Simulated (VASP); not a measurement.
Input of a VASP 6.6.1 run:

Contents of INCAR:

```
PREC = Accurate ; ENCUT = 520
EDIFF = 1E-8 ; ISMEAR = 0
SIGMA = 0.01 ; LREAL = F
LASPH = T ; NELM = 100
ALGO = Normal ; ISIF = 2
LWAVE = F ; LCHARG = T
METAGGA = R2SCAN ; LMIXTAU = T
IBRION = 6 ; NFREE = 2
POTIM = 0.015 ; NSW = 1
```

Contents of KPOINTS:

```
regular mesh
0
Gamma
  8 8 8
```

The input POSCAR:

```
MgS
1.0
    2.5808600341      2.5808600341      0.0000000000
   -2.5808600341      2.5808600341      0.0000000000
    0.0000000000      2.5808600341      2.5808600341
Mg S
1 1
Direct
    0.0000000000      0.0000000000      0.0000000000
    0.5000000000      0.5000000000      0.0000000000
```

Potentials or basis: VASP PAW PBE potentials, release 64 (Mg, S).

Run with:

```bash
$ cat potpaw_PBE.64/Mg/POTCAR potpaw_PBE.64/S/POTCAR > POTCAR
$ mpirun -np 1 vasp_std > vasp.out
```

(1) Estimate the highest phonon frequency at Γ, LO-TO splitting left out.

## Answers

(1) 252 cm⁻¹.

Caveat: the cell stands under pressure or tension, which shifts response properties.
